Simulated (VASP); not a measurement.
# GeSb4Te7 (P-3m1) in VASP: notebook

The runs below take GeSb4Te7 through relaxation of cell and atoms, single point, with PBE.

Everything below comes from runs of VASP 6.6.1. Logs are shortened: lines on timing, memory, paths and dates and some standing lists are left out, and cuts for length are marked.

### Step 1. The cell of the first run

It takes space group P-3m1 (No. 164, trigonal). The conventional cell has a = 4.289 Å, b = 4.289 Å, c = 24.638 Å, α = 90.00°, β = 90.00°, γ = 120.00°. Within 3.9 Å of Ge (site symmetry -3m) lie 6 Te at 3.00 Å. Sb (site symmetry 3m) has 6 Te at 3.01 to 3.18 Å within 4.0 Å. Sb (site symmetry 3m) has 6 Te at 3.00 to 3.19 Å within 4.0 Å. Te (site symmetry 3m) has 3 Sb at 3.01 Å and 3 Te at 4.06 Å within 4.1 Å. Te (site symmetry 3m) has 3 Sb at 3.00 Å and 3 Te at 4.06 Å within 4.1 Å. Within 3.9 Å of Te (site symmetry 3m) lie 3 Ge at 3.00 Å and 3 Sb at 3.19 Å. Te (site symmetry -3m) has 6 Sb at 3.18 Å and 12 Te at 4.29 to 4.45 Å within 4.5 Å.

### Step 2. Relaxation of cell and atoms, PBE

The input, INCAR:

```
SYSTEM = GeSb4Te7
  PREC = Accurate
  ENCUT = 500
  EDIFF = 1E-7
  ISMEAR = 0
  SIGMA = 0.05
  LREAL = .False.
  LASPH = .True.
  NELM = 120
  ALGO = Normal
  ISIF = 3
  LWAVE = .False.
  LCHARG = .False.
  GGA = PE
  IBRION = 2
  NSW = 80
  EDIFFG = -0.01
  GGA_COMPAT = .False.
  NELMIN = 4
  KPAR = 4
```

The input, KPOINTS:

```
Automatic mesh
0
Gamma
  10 10 2
  0 0 0
```

The input, POSCAR:

```
GeSb4Te7
1.0
    4.2893002584      0.0000000000      0.0000000000
   -2.1446501292      3.7146429882      0.0000000000
    0.0000000000      0.0000000000     24.6377784500
Ge Sb Te
1 4 7
Direct
    0.0000000000      0.0000000000      0.5000000000
    0.6666666700      0.3333333300      0.9188986200
    0.3333333300      0.6666666700      0.3497515000
    0.3333333300      0.6666666700      0.0811013800
    0.6666666700      0.3333333300      0.6502485000
    0.3333333300      0.6666666700      0.8497318700
    0.6666666700      0.3333333300      0.1502681300
    0.0000000000      0.0000000000      0.7189782900
    0.6666666700      0.3333333300      0.4313943000
    0.3333333300      0.6666666700      0.5686057000
    0.0000000000      0.0000000000      0.0000000000
    0.0000000000      0.0000000000      0.2810217100
```

Potentials or basis: VASP PAW PBE potentials, release 64 (Ge_d, Sb, Te).

Started as:

```
> cat potpaw_PBE.64/Ge_d/POTCAR potpaw_PBE.64/Sb/POTCAR potpaw_PBE.64/Te/POTCAR > POTCAR
> mpirun -np 4 vasp_std > vasp.out
```

OUTCAR:

```text
SYSTEM = GeSb4Te7
   PREC = Accurate
   ENCUT = 500
   EDIFF = 1E-7
   ISMEAR = 0
   LREAL = .False.
   LASPH = .True.
   NELM = 120
   ISIF = 3
   GGA = PE
   IBRION = 2
   NSW = 80
   EDIFFG = -0.01
   NELMIN = 4

 ion  position               nearest neighbor table
   1  0.000  0.000  0.500-   9 3.00  10 3.00  10 3.00   9 3.00   9 3.00  10 3.00
   2  0.667  0.333  0.919-   6 3.01   6 3.01   6 3.01  11 3.18  11 3.18  11 3.18
   3  0.333  0.667  0.350-  12 3.00  12 3.00  12 3.00   9 3.19   9 3.19   9 3.19
   4  0.333  0.667  0.081-   7 3.01   7 3.01   7 3.01  11 3.18  11 3.18  11 3.18
   5  0.667  0.333  0.650-   8 3.00   8 3.00   8 3.00  10 3.19  10 3.19  10 3.19
   6  0.333  0.667  0.850-   2 3.01   2 3.01   2 3.01
   7  0.667  0.333  0.150-   4 3.01   4 3.01   4 3.01
   8  0.000  0.000  0.719-   5 3.00   5 3.00   5 3.00
   9  0.667  0.333  0.431-   1 3.00   1 3.00   1 3.00   3 3.19   3 3.19   3 3.19
  10  0.333  0.667  0.569-   1 3.00   1 3.00   1 3.00   5 3.19   5 3.19   5 3.19
  11  0.000  0.000  0.000-   2 3.18   4 3.18   4 3.18   2 3.18   2 3.18   4 3.18
  12  0.000  0.000  0.281-   3 3.00   3 3.00   3 3.00

  LATTYP: Found a hexagonal cell.
 ALAT       =     4.2893002584
 C/A-ratio  =     5.7440088046

  Lattice vectors:

 A1 = (   4.2893002584,   0.0000000000,   0.0000000000)
 A2 = (  -2.1446501292,   3.7146429882,   0.0000000000)
 A3 = (   0.0000000000,   0.0000000000,  24.6377784500)

Analysis of symmetry for initial positions (statically):
=====================================================================
 Subroutine PRICEL returns:
 Original cell was already a primitive cell.

 Routine SETGRP: Setting up the symmetry group for a
 hexagonal supercell.

 Subroutine GETGRP returns: Found 12 space group operations
 (whereof 12 operations were pure point group operations)
 out of a pool of 24 trial point group operations.

The static configuration has the point symmetry D_3d.

Analysis of symmetry for dynamics (positions and initial velocities):
=====================================================================
 Subroutine PRICEL returns:
 Original cell was already a primitive cell.

 Routine SETGRP: Setting up the symmetry group for a
 hexagonal supercell.

 Subroutine GETGRP returns: Found 12 space group operations
 (whereof 12 operations were pure point group operations)
 out of a pool of 24 trial point group operations.

The dynamic configuration has the point symmetry D_3d.

 Subroutine INISYM returns: Found 12 space group operations
 (whereof 12 operations are pure point group operations),
 and found     1 'primitive' translations

----------------------------------------------------------------------------------------

                                     Primitive cell

  volume of cell :     392.5591

  direct lattice vectors                    reciprocal lattice vectors
     4.289300258  0.000000000  0.000000000     0.233138260  0.134602437  0.000000000
    -2.144650129  3.714642988  0.000000000     0.000000000  0.269204875  0.000000000
     0.000000000  0.000000000 24.637778450     0.000000000  0.000000000  0.040588075

  length of vectors
     4.289300258  4.289300258 24.637778450     0.269204875  0.269204875  0.040588075

  position of ions in fractional coordinates (direct lattice)
     0.000000000  0.000000000  0.500000000
     0.666666670  0.333333330  0.918898620
     0.333333330  0.666666670  0.349751500
     0.333333330  0.666666670  0.081101380
     0.666666670  0.333333330  0.650248500
     0.333333330  0.666666670  0.849731870
     0.666666670  0.333333330  0.150268130
     0.000000000  0.000000000  0.718978290
     0.666666670  0.333333330  0.431394300
     0.333333330  0.666666670  0.568605700
     0.000000000  0.000000000  0.000000000
     0.000000000  0.000000000  0.281021710

  ion indices of the primitive-cell ions
   primitive index   ion index
                 1           1
                 2           2
                 3           3
                 4           4
                 5           5
                 6           6
                 7           7
                 8           8
                 9           9
                10          10
                11          11
                12          12

----------------------------------------------------------------------------------------

 KPOINTS: Automatic mesh

Automatic generation of k-mesh.
 Grid dimensions read from file:
 generate k-points for:   10   10    2

 Generating k-lattice:

  Cartesian coordinates                     Fractional coordinates (reciprocal lattice)
     0.023313826  0.013460244  0.000000000     0.100000000  0.000000000  0.000000000
     0.000000000  0.026920487  0.000000000     0.000000000  0.100000000  0.000000000
     0.000000000  0.000000000  0.020294038     0.000000000  0.000000000  0.500000000

  Length of vectors
     0.026920487  0.026920487  0.020294038

  Shift w.r.t. Gamma in fractional coordinates (k-lattice)
     0.000000000  0.000000000  0.000000000

 Subroutine IBZKPT returns following result:
 ===========================================

 Found     28 irreducible k-points:

 Following reciprocal coordinates:
            Coordinates               Weight
  0.000000  0.000000  0.000000      1.000000
  0.100000  0.000000  0.000000      6.000000
  0.200000  0.000000  0.000000      6.000000
  0.300000 -0.000000  0.000000      6.000000
  0.400000 -0.000000  0.000000      6.000000
  0.500000 -0.000000  0.000000      3.000000
[... 16 lines left out ...]
  0.300000  0.100000  0.500000     12.000000
  0.400000  0.100000  0.500000     12.000000
 [... further k-points ...]
   k-points           NKPTS =     28   k-points in BZ     NKDIM =     28   number of bands    NBANDS=     45
   number of dos      NEDOS =    301   number of ions     NIONS =     12
   total plane-waves  NPLWV = 184320
   dimension x,y,z NGX =    32 NGY =   32 NGZ =  180
   dimension x,y,z NGXF=    64 NGYF=   64 NGZF=  360
   ions per type =               1   4   7
   NGX,Y,Z   is equivalent  to a cutoff of  12.40, 12.40, 12.15 a.u.
   NGXF,Y,Z  is equivalent  to a cutoff of  24.81, 24.81, 24.29 a.u.
 SYSTEM =  GeSb4Te7
   PREC   = accura    normal or accurate (medium, high low for compatibility)
   ISTART =      0    job   : 0-new  1-cont  2-samecut
   ICHARG =      2    charge: 1-file 2-atom 10-const
   ISPIN  =      1    spin polarized calculation?
   LNONCOLLINEAR =      F non collinear calculations
   LSORBIT =      F    spin-orbit coupling
   LASPH  =      T    aspherical Exc in radial PAW
   ENCUT  =  500.0 eV  36.75 Ry    6.06 a.u.   7.82  7.82 44.92*2*pi/ulx,y,z
   NELM   =    120;   NELMIN=  4; NELMDL= -5     # of ELM steps
   EDIFF  = 0.1E-06   stopping-criterion for ELM
   LREAL  =      F    real-space projection
   EDIFFG = -.1E-01   stopping-criterion for IOM
   NSW    =     80    number of steps for IOM
   IBRION =      2    ionic relax: 0-MD 1-quasi-New 2-CG
   NFREE  =      1    steps in history (QN), initial steepest desc. (CG)
   ISIF   =      3    stress and relaxation
   ISYM   =      2    0-nonsym 1-usesym 2-fastsym
   POTIM  = 0.5000    time-step for ionic-motion
   TEBEG  =    0.0;   TEEND  =   0.0 temperature during run
   PSTRESS=    0.0 pullay stress
   NELECT =      76.0000    total number of electrons
   NUPDOWN=      -1.0000    fix difference up-down
   EMIN   =  10.00;   EMAX   =-10.00  energy-range for DOS
   EFERMI =   0.00;   METHOD = LEGACY
   ISMEAR =     0;   SIGMA  =   0.05  broadening in eV -4-tet -1-fermi 0-gaus
   EFERMI_NEDOS =   21; number of points for ismear=-14 and -15
   IALGO  =     38    algorithm
   IMIX   =      4    mixing-type and parameters
     AMIX     =   0.40;   BMIX     =  1.00
     AMIX_MAG =   1.60;   BMIX_MAG =  1.00
  volume/ion in A,a.u.               =      32.71       220.76
  Fermi-wavevector in a.u.,A,eV,Ry     =   0.947060  1.789685 12.203383  0.896923
  Thomas-Fermi vector in A             =   2.075118
   LORBIT       =      0    0 simple, 1 ext, 2 COOP (PROOUT), +10 PAW based schemes
   GGA     = PE    functional components
   LHFCALC =     F    Hartree Fock is set to
   AEXX    =    0.0000 exact exchange contribution
   IVDW    =     0    specifies the selected vdW correction
   LEPSILON=     F    determine dielectric tensor
   LRPA    =     F    only Hartree local field effects (RPA)
 conjugate gradient relaxation of ions
 non-spin polarized calculation
 Gauss-broadening in eV      SIGMA  =   0.05
  energy-cutoff  :      500.00
  volume of cell :      392.56
 maximum number of plane-waves:     10008
 NGX is ok and might be reduce to    32
   NGX = 15   NGY = 15   NGZ = 89

--------------------------------------- Ionic step        1  -------------------------------------------

 number of electron      76.0000011 magnetization

 Free energy of the ion-electron system (eV)
  ---------------------------------------------------
  ext. energy  EPLUGINS =         0.00000000
  ---------------------------------------------------
  free energy    TOTEN  =       -44.52153890 eV

  energy without entropy =      -44.52153890  energy(sigma->0) =      -44.52153890

------------------------ aborting loop because EDIFF is reached ----------------------------------------

  FORCE on cell =-STRESS in cart. coord.  units (eV):
  Direction    XX          YY          ZZ          XY          YZ          ZX
  --------------------------------------------------------------------------------------
  -------------------------------------------------------------------------------------
  Total        2.0077657      2.0077657      1.6674463      0.0000000      0.0000000      0.0000000
  in kB        8.1944260      8.1944260      6.8054579      0.0000000      0.0000000      0.0000000
  external PRESSURE =       7.7314367 kB  Pullay stress =       0.0000000 kB
[... 119 lines left out ...]
  FREE ENERGIE OF THE ION-ELECTRON SYSTEM (eV)
  ---------------------------------------------------
  free  energy   TOTEN  =       -44.5369528229 eV

  energy  without entropy=      -44.5369528229  energy(sigma->0) =      -44.53695282

[... ionic steps 4 to 16 ...]

--------------------------------------- Ionic step       17  -------------------------------------------

 number of electron      76.0000002 magnetization

------------------------ aborting loop because EDIFF is reached ----------------------------------------
[... 87 lines left out ...]
--------------------------------------- Ionic step       19  -------------------------------------------

 number of electron      76.0000002 magnetization

 Free energy of the ion-electron system (eV)
  ---------------------------------------------------
  ext. energy  EPLUGINS =         0.00000000
  ---------------------------------------------------
  free energy    TOTEN  =       -44.53794141 eV

  energy without entropy =      -44.53794141  energy(sigma->0) =      -44.53794141

 E-fermi :   5.8290     XC(G=0):  -9.0640

 val. band max:        5.6377370939   @ k =   0.0000   0.0000   0.5000
 cond. band min:       6.0193733799   @ k =   0.0000   0.0000   0.5000
 fundamental gap:      0.3816362860
 Fermi energy:         5.8290331997

 k-point     1 :       0.0000    0.0000    0.0000
  band No.  band energies     occupation
      1     -19.0892      2.00000
      2     -19.0892      2.00000
      3     -19.0861      2.00000
      4     -19.0834      2.00000
      5     -19.0834      2.00000
      6      -7.1605      2.00000
[... 1141 lines left out ...]
     44       7.5633      0.00000
     45       7.7209      0.00000

 [... further k-points ...]

------------------------ aborting loop because EDIFF is reached ----------------------------------------

  FORCE on cell =-STRESS in cart. coord.  units (eV):
  Direction    XX          YY          ZZ          XY          YZ          ZX
  --------------------------------------------------------------------------------------
  -------------------------------------------------------------------------------------
  Total       -0.0321672     -0.0321672     -0.0242758      0.0000000      0.0000000     -0.0000000
  in kB       -0.1294080     -0.1294080     -0.0976612      0.0000000      0.0000000     -0.0000000
  external PRESSURE =      -0.1188258 kB  Pullay stress =       0.0000000 kB
[... 27 lines left out ...]
  FREE ENERGIE OF THE ION-ELECTRON SYSTEM (eV)
  ---------------------------------------------------
  free  energy   TOTEN  =       -44.5379414148 eV

  energy  without entropy=      -44.5379414147  energy(sigma->0) =      -44.53794141

 reached required accuracy - stopping structural energy minimisation
```

Run time: 32 min. Hardware: 4 MPI ranks of Oxide Virtual Turin-like, shared host; peak memory 0.74 GiB.

What came out:

* Free energy: -44.5379 eV
* Relaxed volume: 33.19 Å³/atom
* Relaxed cell: a = 4.319 Å, b = 4.319 Å, c = 24.652 Å, α = 90.00°, β = 90.00°, γ = 120.00°
* Space group after relaxing (to 0.1 Å): P-3m1 (No. 164)
* Energy gained by relaxing: 1.4 meV/atom
* Ionic steps: 19
* Pressure after relaxing: 0.0 GPa
* Largest force after relaxing: 0.010 eV/Å
* Band gap on the k mesh: 0.38 eV

Forces in eV/Å, atoms in the order of the input:
```
Ge   0.000  0.000  0.000
Sb   0.000  0.000  0.006
Sb   0.000  0.000 -0.004
Sb   0.000  0.000 -0.006
Sb   0.000  0.000  0.004
Te   0.000  0.000 -0.010
Te   0.000  0.000  0.010
Te   0.000  0.000  0.005
Te   0.000  0.000 -0.008
Te   0.000  0.000  0.008
Te   0.000  0.000  0.000
Te   0.000  0.000 -0.005
```

The path:
```csv
step,energy change (eV),largest force (eV/Å),pressure (GPa),volume (Å³)
1,0.0000,0.1496,0.77,392.56
2,-0.0110,0.0945,-0.40,401.60
3,-0.0154,0.0211,0.00,398.38
4,-0.0154,0.0238,-0.01,398.50
5,-0.0158,0.0136,-0.02,398.58
6,-0.0160,0.0129,-0.02,398.69
7,-0.0160,0.0145,-0.02,398.71
8,-0.0161,0.0170,0.01,398.43
9,-0.0161,0.0177,0.02,398.36
10,-0.0161,0.0190,0.03,398.21
11,-0.0161,0.0170,0.02,398.19
12,-0.0162,0.0129,0.02,398.14
13,-0.0161,0.0342,0.00,398.05
14,-0.0162,0.0175,0.01,398.12
15,-0.0162,0.0156,0.00,398.18
16,-0.0163,0.0135,-0.03,398.38
17,-0.0163,0.0126,-0.04,398.47
18,-0.0163,0.0106,-0.03,398.42
19,-0.0164,0.0098,-0.01,398.26
```

Final structure:
```
Ge Sb Te
1.0
     4.31906    0.00000    0.00000
    -2.15953    3.74041    0.00000
     0.00000    0.00000   24.65210
Ge Sb Te
1 4 7
Direct
  0.00000 0.00000 0.50000
  0.66667 0.33333 0.91904
  0.33333 0.66667 0.34952
  0.33333 0.66667 0.08096
  0.66667 0.33333 0.65048
  0.33333 0.66667 0.84968
  0.66667 0.33333 0.15032
  0.00000 0.00000 0.71961
  0.66667 0.33333 0.43132
  0.33333 0.66667 0.56868
  0.00000 0.00000 0.00000
  0.00000 0.00000 0.28039
```

Levels at points of the mesh, in eV from the valence-band top:
```tsv
k point	band 36	band 37	band 38	band 39	band 40	band 41
(0.00, 0.00, 0.00)	-1.01	-0.26	-0.08	0.48	0.55	0.67
(0.50, 0.00, 0.00)	-1.19	-0.95	-0.81	0.88	0.88	1.22
(0.00, 0.00, 0.50)	-0.87	-0.33	0.00	0.38	0.63	0.63
(0.50, 0.00, 0.50)	-1.11	-0.97	-0.56	0.60	0.91	1.11
```

Caveat: spin-orbit coupling is left out, which moves the levels of the heavy elements; this functional lacks dispersion, which binds layers or chains, so the pressure and a relaxed spacing across them are unreliable. A k mesh can miss the band edges.

### Step 3. Single point, PBE

This run uses another cell than the first one, of 33.09 Å³/atom.

The input, INCAR:

```
SYSTEM = GeSb4Te7
PREC = Accurate
ENCUT = 500
EDIFF = 1E-6
ISMEAR = 0
SIGMA = 0.05
LREAL = .False.
LASPH = .True.
NELM = 120
ALGO = Normal
ISIF = 2
LWAVE = .False.
LCHARG = .False.
GGA = PE
NBANDS = 50
GGA_COMPAT = .False.
```

The input, KPOINTS:

```
regular mesh
0
Gamma
  10 10 2
  0 0 0
```

The input, POSCAR:

```
GeSb4Te7
1.0
    4.3196345174      0.0000000000      0.0000000000
   -2.1598172587      3.7409132271      0.0000000000
    0.0000000000      0.0000000000     24.5757058804
Ge Sb Te
1 4 7
Direct
    0.0000000000      0.0000000000      0.5000000000
    0.6666666667      0.3333333333      0.9187094237
    0.3333333333      0.6666666667      0.3487629203
    0.3333333333      0.6666666667      0.0812905763
    0.6666666667      0.3333333333      0.6512370797
    0.3333333333      0.6666666667      0.8491828006
    0.6666666667      0.3333333333      0.1508171994
    0.0000000000      0.0000000000      0.7204876418
    0.6666666667      0.3333333333      0.4309988135
    0.3333333333      0.6666666667      0.5690011865
    0.0000000000      0.0000000000      0.0000000000
    0.0000000000      0.0000000000      0.2795123582
```

Potentials or basis: VASP PAW PBE potentials, release 64 (Ge_d, Sb, Te).

Started as:

```
> cat potpaw_PBE.64/Ge_d/POTCAR potpaw_PBE.64/Sb/POTCAR potpaw_PBE.64/Te/POTCAR > POTCAR
> mpirun -np 1 vasp_std > vasp.out
```

Run time: 19 min. Hardware: 1 thread of Oxide Virtual Turin-like, shared host; peak memory 0.7 GiB.

Results (log left out):

```
Free energy            : -44.5387 eV
Pressure               : 0.0 GPa
Largest force          : 0.025 eV/Å
Band gap on the k mesh : 0.36 eV
```

Forces on the atoms (eV/Å):
```
Ge   0.000  0.000  0.000
Sb   0.000  0.000  0.023
Sb   0.000  0.000  0.025
Sb   0.000  0.000 -0.023
Sb   0.000  0.000 -0.025
Te   0.000  0.000 -0.015
Te   0.000  0.000  0.015
Te   0.000  0.000  0.014
Te   0.000  0.000 -0.010
Te   0.000  0.000  0.010
Te   0.000  0.000  0.000
Te   0.000  0.000 -0.014
```

Levels at points of the mesh, in eV from the valence-band top:
```
           k point  band 34  band 35  band 36  band 37  band 38  band 39  band 40  band 41  band 42  band 43
(0.00, 0.00, 0.00)    -1.07    -1.03    -1.03    -0.26    -0.09     0.47     0.54     0.65     0.65     0.73
(0.50, 0.00, 0.00)    -1.42    -1.26    -1.21    -0.96    -0.83     0.86     0.86     1.20     1.37     1.37
(0.00, 0.00, 0.50)    -1.02    -1.02    -0.89    -0.34     0.00     0.36     0.60     0.60     0.62     0.80
(0.50, 0.00, 0.50)    -1.57    -1.35    -1.12    -0.99    -0.57     0.57     0.87     1.08     1.17     1.57
```

Caveat: spin-orbit coupling is left out, which moves the levels of the heavy elements; this functional lacks dispersion, which binds layers or chains, so the pressure and a relaxed spacing across them are unreliable. A k mesh can miss the band edges.
